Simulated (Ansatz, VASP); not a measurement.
**One calculation of MgS, two programs**

The input INCAR:

```
PREC = Accurate
ENCUT = 520
EDIFF = 1E-6
ISMEAR = 0
SIGMA = 0.01
LREAL = F
LASPH = T
NELM = 80
ALGO = Normal
ISIF = 2
LWAVE = F
LCHARG = F
GGA = CA
NBANDS = 11
```

KPOINTS

```
Automatic mesh
0
Gamma
  8 8 8
```

File POSCAR:

```
MgS
1.0
    0.0000000000      2.5641824518      2.5641824518
    2.5641824518      0.0000000000      2.5641824518
    2.5641824518      2.5641824518      0.0000000000
Mg S
1 1
Direct
    0.0000000000      0.0000000000      0.0000000000
    0.5000000000      0.5000000000      0.5000000000
```

Input for Ansatz:

```yaml
crystal:
  lattice:
    - [0.0, 2.56418245179, 2.56418245179]
    - [2.56418245179, 0.0, 2.56418245179]
    - [2.56418245179, 2.56418245179, 0.0]
  atoms:
    - { symbol: Mg, position: [0.0, 0.0, 0.0] }
    - { symbol: S, position: [0.5, 0.5, 0.5] }
kpoints:
  mp_grid: { grid: [8, 8, 8] }
scf:
  occupations: { method: fixed }
hamiltonian:
  xc: lda
  pseudopotentials: { kind: paw }
output:
  forces: true
  stress: true
  eigenvalues: true
  eigenstates:
    nscf_kmesh: { grid: [14, 14, 14] }
    de_dk: true
    e_range: [-9, 12.64929769814]
  optics:
    e_range: [0, 20]
    de: 0.2
    sigma: 0.1
    bands: { spectra_wanted_up_to: 20 }
    nscf_kmesh: { grid: [14, 14, 14] }
checkpoint:
  write: ck
  write_wavefunctions: false
```

Alike in both runs: task single point; functional LDA; k mesh 8 × 8 × 8; no spin polarisation.

```csv
,VASP,Ansatz
version,VASP 6.6.1,Ansatz 0.2.0
potentials or method,"VASP PAW LDA potentials, release 64 (Mg, S)","PAW with Ansatz's default frozen-core files, scalar-relativistic"
plane-wave cutoff (eV),520,420
occupations,"gaussian, width 0.01 eV",fixed
valence electrons in the cell,8,16
```

Ansatz gave:

* gap on the k mesh at the Fermi level (eV): 2.65
* pressure (GPa): 0.0

Estimate VASP's values.

gap on the k mesh at the Fermi level (eV): 2.65; pressure (GPa): -0.6.

LDA's correlation is that of Perdew and Zunger in VASP and of Perdew and Wang (1992) in Ansatz. VASP's potentials hold 8 valence electrons a cell and Ansatz's 16, so a difference there can come from the potentials and not from the codes.
